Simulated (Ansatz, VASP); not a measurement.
**One calculation of SiO2, two programs**

INCAR

```
  PREC = Accurate
  ENCUT = 520
  EDIFF = 1E-7
  ISMEAR = 0
  SIGMA = 0.05
  LREAL = F
  LASPH = T
  NELM = 80
  ALGO = Normal
  ISIF = 2
  LWAVE = F
  LCHARG = F
  GGA = PE
  NBANDS = 25
```

File KPOINTS:

```
regular mesh
0
Gamma
  6 6 8
```

File POSCAR:

```
SiO2
1.0
    4.2358788266      0.0000000000      0.0000000000
    0.0000000000      4.1371828499      0.0000000000
    0.0000000000      0.0000000000      2.6897743046
Si O
2 4
Direct
    0.5000000000      0.5000000000      0.5000000000
    0.0000000000      0.0000000000      0.0000000000
    0.7302721762      0.6557534092      0.0000000000
    0.2302721762      0.8442465908      0.5000000000
    0.2697278238      0.3442465908      0.0000000000
    0.7697278238      0.1557534092      0.5000000000
```

Input for Ansatz:

```yaml
crystal:
  lattice:
    - [4.2358788266, 0.0, 0.0]
    - [0.0, 4.1371828499, 0.0]
    - [0.0, 0.0, 2.6897743046]
  atoms:
    - { symbol: Si, position: [0.5, 0.5, 0.5] }
    - { symbol: Si, position: [0.0, 0.0, 0.0] }
    - { symbol: O, position: [0.7302721762, 0.6557534092, 0.0] }
    - { symbol: O, position: [0.2302721762, 0.8442465908, 0.5] }
    - { symbol: O, position: [0.2697278238, 0.3442465908, 0.0] }
    - { symbol: O, position: [0.7697278238, 0.1557534092, 0.5] }
basis:
  ecutwfc: 520.0
kpoints:
  mp_grid: { grid: [6, 6, 8] }
hamiltonian:
  xc: pbe
  pseudopotentials: { kind: paw, azcp: { folder: soft_1 } }
scf:
  occupations: { method: gaussian, width: 0.05 }
output:
  forces: true
  stress: true
  eigenvalues: true
```

Change from the starting cell: mode 4 frozen in at +0.223 Å, normal strain along y -0.0233.

Alike in both runs: task single point; functional PBE; k mesh 6 × 6 × 8; occupations gaussian, width 0.05 eV; no spin polarisation.

```csv
,VASP,Ansatz
version,VASP 6.6.1,Ansatz 0.2.0
potentials or method,"VASP PAW PBE potentials, release 64 (Si, O), cutoff 520 eV","scalar-relativistic, plane waves, PAW"
valence electrons in the cell,32,32
```

VASP gave:

| Quantity | Value |
| --- | --- |
| gap on the k mesh at the Fermi level (eV) | 5.42 |
| least direct gap on the mesh (eV) | 5.43 |
| pressure (GPa) | 3.3 |
| traceless stress, the component that is largest in VASP (GPa) | 13.76 |
| rms of the force components (eV/Å) | 0.441 |

Task: Estimate Ansatz's values.

Result: gap on the k mesh at the Fermi level (eV): 5.44; least direct gap on the mesh (eV): 5.46; pressure (GPa): 3.0; traceless stress, the component that is largest in VASP (GPa): 14.02; rms of the force components (eV/Å): 0.440.

Atom by atom the forces differ by 0.008 eV/Å (rms over components).
